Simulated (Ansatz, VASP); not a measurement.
# Two plane-wave programs on Mg12B

```
Mg B
1.0
     6.42000    0.00000    0.00000
    -4.81500    8.33982    0.00000
     0.00000    0.00000    5.21304
Mg B
12 1
Direct
  0.00006 0.99686 0.00444
  0.16485 0.21701 0.49866
  0.98979 0.33097 0.99465
  0.16237 0.56032 0.50463
  0.00640 0.67360 0.01210
  0.16938 0.89049 0.50823
  0.49855 0.99966 0.99135
  0.66156 0.21675 0.48627
  0.50587 0.33002 0.99426
  0.67789 0.55933 0.50429
  0.50293 0.67318 0.00074
  0.66776 0.89335 0.49581
  0.33397 0.44515 0.74970
```

Alike in both runs: functional PBE; k mesh 4 × 3 × 4; occupations gaussian, width 0.05 eV; no spin polarisation.

Ansatz relaxed the structure, and its values are those at the end. VASP's run is a single point on that final structure, the one shown.

|  | VASP | Ansatz |
| --- | --- | --- |
| version | VASP 6.6.1 | Ansatz 0.2.0 |
| potentials or method | VASP PAW PBE potentials, release 64 (Mg, B), cutoff 520 eV | scalar-relativistic, plane waves, PAW |
| valence electrons in the cell | 27 | 123 |

|  | VASP | Ansatz | Ansatz less VASP |
| --- | --- | --- | --- |
| rms of the force components (eV/Å) | 0.003 | 0.003 | -0.0003 |

VASP's potentials hold 27 valence electrons a cell and Ansatz's 123, so a difference there can come from the potentials and not from the codes.
